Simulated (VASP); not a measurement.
ZnW2Se4, 7 atoms in the cell. It takes space group P3m1 (No. 156, trigonal). Conventional cell: a = 3.355 Å, b = 3.355 Å, c = 18.194 Å, α = 90.00°, β = 90.00°, γ = 120.00°. W (site symmetry 3m) has 6 Se at 2.59 Å and 6 W at 3.35 Å within 3.4 Å. Within 3.4 Å of W (site symmetry 3m) lie 6 Se at 2.58 to 2.59 Å and 6 W at 3.35 Å. Se (site symmetry 3m) has 3 W at 2.59 Å and 1 Zn at 3.25 Å and 7 Se at 3.35 to 3.43 Å within 3.5 Å. Se (site symmetry 3m) has 3 W at 2.59 Å and 7 Se at 3.35 to 3.42 Å and 3 Zn at 3.60 Å within 3.7 Å. Se (site symmetry 3m) has 3 W at 2.58 Å and 7 Se at 3.35 to 3.42 Å within 3.5 Å. Se (site symmetry 3m) has 3 W at 2.59 Å and 7 Se at 3.35 to 3.43 Å within 3.5 Å. Zn (site symmetry 3m) has 4 Se at 3.25 to 3.60 Å and 6 Zn at 3.35 Å within 4.3 Å. 

- Program: VASP 6.6.1
- Task: single point
- Functional: PBE
- Potentials or basis: VASP PAW PBE potentials, release 64 (W_sv, Se, Zn)
- Cutoff: 520 eV
- k mesh: 9 × 9 × 2
- Occupations: fermi-dirac, width 0.05 eV
- Spin: no spin polarisation
- Dipole correction: no
- Further INCAR settings: ALGO = Normal; EDIFF = 1e-06; NBANDS = 41

Potentials or basis: VASP PAW PBE potentials, release 64 (W_sv, Se, Zn).

Run with:

```sh
$ cat potpaw_PBE.64/W_sv/POTCAR potpaw_PBE.64/Se/POTCAR potpaw_PBE.64/Zn/POTCAR > POTCAR
$ mpirun -np 1 vasp_std > vasp.out
```

Hardware: 1 thread of AMD EPYC 7R43 64-Core Processor (Zen 3), with other jobs on the host.

**Question.** How long does it take, and how much memory?

**Answer.** Run time: 3.4 min on 1 thread of AMD EPYC 7R43 64-Core Processor (Zen 3), with other jobs on the host, peak memory 0.38 GiB. Counts: scf iterations 16, k points 24.
